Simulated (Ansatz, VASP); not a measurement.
# Two plane-wave programs on Ti2Co

```
Ti Co
1.0
     0.00000    3.43223    3.43223
     3.43223    0.00000    3.43223
     3.43223    3.43223    0.00000
Ti Co
4 2
Direct
  0.12500 0.12500 0.12500
  0.62500 0.12500 0.12500
  0.12500 0.12500 0.62500
  0.12500 0.62500 0.12500
  0.50000 0.50000 0.50000
  0.75000 0.75000 0.75000
```

Alike in both runs: functional LDA; k mesh 6 × 6 × 6; occupations gaussian, width 0.1 eV; collinear spin.

Ansatz relaxed the structure, and its values are those at the end. VASP's run is a single point on that final structure, the one shown.

|  | VASP | Ansatz |
| --- | --- | --- |
| version | VASP 6.6.1 | Ansatz 0.2.0 |
| potentials or method | VASP PAW LDA potentials, release 64 (Ti_sv, Co), cutoff 520 eV | scalar-relativistic, plane waves, PAW |
| valence electrons in the cell | 66 | 82 |

```csv
,VASP,Ansatz,Ansatz less VASP
gap on the k mesh at the Fermi level (eV),none,none,-
pressure (GPa),0.5,0.4,-0.18
net moment per atom (μB),0.20,0.22,+0.021
size of the moment on the site where the two differ most (μB),0.51,0.63,+0.112
```

LDA's correlation is that of Perdew and Zunger in VASP and of Perdew and Wang (1992) in Ansatz. Site moments also hang on the region over which each program counts them. A gap of «none» marks a metal or a gap that the smearing closes. VASP's potentials hold 66 valence electrons a cell and Ansatz's 82, so a difference there can come from the potentials and not from the codes.
